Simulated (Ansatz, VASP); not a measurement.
**Rh in VASP and in Ansatz**

```
CELL_PARAMETERS angstrom
0.00000 1.90299 1.90299
1.90299 0.00000 1.90299
1.90299 1.90299 0.00000
ATOMIC_POSITIONS crystal
Rh 0.00000 0.00000 0.00000
```

Alike in both runs: task relaxation of cell and atoms; functional LDA; k mesh 8 × 8 × 8; occupations gaussian, width 0.1 eV; no spin polarisation.

|  | VASP | Ansatz |
| --- | --- | --- |
| version | VASP 6.6.1 | Ansatz 0.2.0 |
| potentials or method | VASP PAW LDA potentials, release 64 (Rh_pv), cutoff 600 eV | scalar-relativistic, plane waves, PAW |
| valence electrons in the cell | 15 | 17 |

|  | VASP | Ansatz | Ansatz less VASP |
| --- | --- | --- | --- |
| gap on the k mesh at the Fermi level, each at its own relaxed structure (eV) | none | none | - |
| relaxed volume (Å³/atom) | 13.31 | 13.27 | -0.045 |
| relaxed cell length with the largest relative difference (Å) | 2.660 | 2.657 | -0.0030 |

Ansatz warns that its potentials were made for another functional, while VASP's fit it. LDA's correlation is that of Perdew and Zunger in VASP and of Perdew and Wang (1992) in Ansatz. A gap of «none» marks a metal or a gap that the smearing closes. VASP's potentials hold 15 valence electrons a cell and Ansatz's 17, so a difference there can come from the potentials and not from the codes.
